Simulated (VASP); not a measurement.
## Si2Mo: single point with PBE

Crystal: Si2Mo.

```
CELL_PARAMETERS angstrom
-1.60000 1.60000 3.93050
1.60000 -1.60000 3.93050
1.60000 1.60000 -3.93050
ATOMIC_POSITIONS crystal
Si 0.33300 0.33300 0.00000
Si 0.66700 0.66700 0.00000
Mo 0.00000 0.00000 0.00000
```

- Program: VASP 6.6.1
- Task: single point
- Functional: PBE
- Potentials or basis: VASP PAW PBE potentials, release 64 (Si, Mo_sv)
- Cutoff: 520 eV
- k mesh: 13 × 13 × 13
- Occupations: fermi-dirac, width 0.1 eV
- Spin: no spin polarisation
- Dipole correction: no
- Further INCAR settings: ALGO = Normal; EDIFF = 1e-06; NBANDS = 18

* Pressure: 2.4 GPa
* Largest force: 0.272 eV/Å
* Band gap on the k mesh: zero (band 11 reaches 12.77 eV, above the bottom of band 12 at 11.81 eV)

Forces in eV/Å, atoms in the order of the input:
```
Si   0.000  0.000  0.272
Si   0.000  0.000 -0.272
Mo   0.000  0.000  0.000
```

Stress tensor (GPa, compression positive):
```
2.81 0.00 0.00
0.00 2.81 0.00
0.00 0.00 1.69
```

Levels at points of the mesh, in eV from the Fermi level:
| k point | band 8 | band 9 | band 10 | band 11 | band 12 | band 13 | band 14 | band 15 |
| --- | --- | --- | --- | --- | --- | --- | --- | --- |
| (0.00, 0.00, 0.00) | -3.01 | -2.65 | -2.65 | 0.42 | 3.08 | 3.12 | 3.64 | 3.64 |

Run time: 88 s on 1 thread of AMD EPYC 9R45 (Zen 5), with other jobs on the host, peak memory 0.26 GiB.
